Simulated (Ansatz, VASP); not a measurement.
Os: VASP beside Ansatz

```xyz
3
Lattice="4.3953 0.0000 0.0000 -2.1977 3.8064 0.0000 0.0000 0.0000 2.7678" Properties=species:S:1:pos:R:3 pbc="T T T"
Os    2.1977    3.8064    2.7678
Os    0.0000    2.5376    1.3839
Os    2.1977    1.2688    1.3839
```

Alike in both runs: task single point; functional RPBE; k mesh 10 × 10 × 13; occupations fermi-dirac, width 0.1 eV; no spin polarisation.

```csv
,VASP,Ansatz
version,VASP 6.6.1,Ansatz 0.2.0
potentials or method,"VASP PAW PBE potentials, release 64 (Os), cutoff 520 eV","plane waves (420 eV) with PAW, scalar-relativistic"
valence electrons in the cell,24,48
```

|  | VASP | Ansatz | Ansatz less VASP |
| --- | --- | --- | --- |
| pressure (GPa) | -13.4 | -12.8 | +0.60 |
| traceless stress, the component that is largest in VASP (GPa) | 1.85 | 1.68 | -0.165 |

VASP's potentials were made for PBE, not for RPBE. VASP's potentials hold 24 valence electrons a cell and Ansatz's 48, so a difference there can come from the potentials and not from the codes.

Spin-orbit coupling is off throughout.
